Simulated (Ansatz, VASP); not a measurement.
Ti: VASP beside Ansatz

Contents of INCAR:

```
PREC = Accurate ; ENCUT = 520
EDIFF = 1E-7 ; ISMEAR = -1
SIGMA = 0.05 ; LREAL = F
LASPH = T ; NELM = 80
ALGO = Normal ; ISIF = 2
LWAVE = F ; LCHARG = T
LELF = T ; LVHAR = T
NBANDS = 12
```

Contents of KPOINTS:

```
regular mesh
0
Gamma
  14 14 14
```

The input POSCAR:

```
Ti
1.0
    0.0000000000      2.0503000000      2.0300000000
    2.0503000000      0.0000000000      2.0300000000
    2.0503000000      2.0503000000      0.0000000000
Ti
1
Direct
    0.0000000000      0.0000000000      0.0000000000
```

Input for Ansatz:

```yaml
crystal:
  lattice:
    - [0.0, 2.0503, 2.03]
    - [2.0503, 0.0, 2.03]
    - [2.0503, 2.0503, 0.0]
  atoms:
    - { symbol: Ti, position: [0.0, 0.0, 0.0] }
kpoints:
  mp_grid: { grid: [14, 14, 14] }
  band_path:
    path:
      - [0.0, 0.0, 0.0]
      - [0.0, 0.5, 0.5]
      - [0.25, 0.75, 0.5]
      - [0.0, 0.5, 0.0]
      - [0.0, 0.0, 0.0]
      - [0.5, 0.5, 0.0]
      - [0.3775125, 0.6224875, 0.0]
      - [-0.3775125, 0.3775125, 0.0]
      - [0.0, 0.0, 0.0]
    npoints: 5
scf:
  occupations: { method: fermi_dirac, width: 0.05 }
hamiltonian:
  xc: lda
  pseudopotentials: { kind: all_electron, lapw: { basis_error: 0.00025 } }
output:
  forces: true
  stress: true
  eigenvalues: true
```

Change from the starting cell: equal xx and yy strain of +1 %.

Alike in both runs: task single point; functional LDA; k mesh 14 × 14 × 14; occupations fermi-dirac, width 0.05 eV; no spin polarisation.

```csv
,VASP,Ansatz
version,VASP 6.6.1,Ansatz 0.2.0
potentials or method,"VASP PAW LDA potentials, release 64 (Ti_sv), cutoff 520 eV","all-electron LAPW, scalar-relativistic"
```

Ansatz gave:

```
pressure (GPa)                                                : -6.9
traceless stress, the component that is largest in VASP (GPa) : 0.17
```

Q: Estimate VASP's values.

A: Pressure (GPa): -7.0; traceless stress, the component that is largest in VASP (GPa): 0.17.

LDA's correlation is that of Perdew and Zunger in VASP and of Perdew and Wang (1992) in Ansatz. Ansatz ran all-electron here, and VASP with PAW potentials.
